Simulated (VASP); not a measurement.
**Si3N: single point with PBE+D3(BJ)**

Slab: Si3N, a slab with vacuum.

```
Si N
1.0
     3.83334    0.00000    0.00000
     0.00000    5.42117    0.00000
     0.00000    0.00000   22.48776
Si N
6 2
Direct
  0.50000 0.00000 0.17787
  0.00000 0.25000 0.17787
  0.00000 0.50388 0.26087
  0.50000 0.74612 0.26087
  0.50000 0.00860 0.34186
  0.00000 0.24140 0.34186
  0.00000 0.84194 0.47972
  0.00000 0.84194 0.52863
```

| Property | Result |
| --- | --- |
| Program | VASP 6.6.1 |
| Task | single point |
| Functional | PBE |
| Dispersion | D3(BJ) |
| Potentials or basis | VASP PAW PBE potentials, release 64 (Si, N) |
| Cutoff | 520 eV |
| k mesh | 7 × 5 × 1 |
| Occupations | gaussian, width 0.05 eV |
| Spin | no spin polarisation |

| Item | Value |
| --- | --- |
| Largest force | 2.190 eV/Å |
| Band gap on the k mesh | zero (band 17 reaches -1.55 eV, above the bottom of band 18 at -1.82 eV) |
| Dispersion energy per atom | -0.205 eV |

Forces on the atoms (eV/Å):
```
Si   0.000  0.552 -0.045
Si   0.000 -0.550 -0.063
Si   0.000 -0.092  0.011
Si   0.000  0.068 -0.006
Si   0.000  0.038  0.025
Si   0.000  0.006  0.063
N    0.000 -0.028 -2.175
N    0.000  0.005  2.190
```

Levels at points of the mesh, in eV from the Fermi level:
```
           k point  band 13  band 14  band 15  band 16  band 17  band 18  band 19  band 20  band 21  band 22
(0.00, 0.00, 0.00)    -2.49    -1.21    -0.68    -0.40    -0.30     0.27     1.19     2.09     2.53     2.63
```

Wall time 4.4 min on 1 thread of Intel(R) Xeon(R) Platinum 8259CL CPU @ 2.50GHz (Skylake/Cascade Lake) (shared host), peak memory 0.54 GiB.

Caveat: the standard files for N, O and F lose accuracy on very short bonds.
